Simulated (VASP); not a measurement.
A run of VASP 6.6.1:

The input INCAR:

```
PREC = Accurate
ENCUT = 520
EDIFF = 1E-6
ISMEAR = 0
SIGMA = 0.15
LREAL = False
LASPH = True
NELM = 100
ALGO = Normal
ISIF = 2
LWAVE = False
LCHARG = False
GGA = PE
NBANDS = 16
```

The input KPOINTS:

```
Automatic mesh
0
Gamma
  14 14 14
```

The input POSCAR:

```
GaSb
1.0
    0.0000000000      3.1697488436      3.2556993052
    3.2556993052      0.0000000000      3.2556993052
    3.2556993052      3.1697488436      0.0000000000
Ga Sb
1 1
Direct
    0.0000000000      0.0000000000      0.0000000000
    0.7500000000      0.7500000000      0.7500000000
```

Potentials or basis: VASP PAW PBE potentials, release 64 (Ga_d, Sb).

Launch:

```console
$ cat potpaw_PBE.64/Ga_d/POTCAR potpaw_PBE.64/Sb/POTCAR > POTCAR
$ mpirun -np 1 vasp_std > vasp.out
```

Hardware: 1 thread of Intel Xeon 8259CL, with other jobs on the host.

Task: How long does it take, and how much memory?

Result: It took 4.8 min on 1 thread of Intel Xeon 8259CL (shared host), peak memory 0.41 GiB. Counts: scf iterations 13, k points 244.
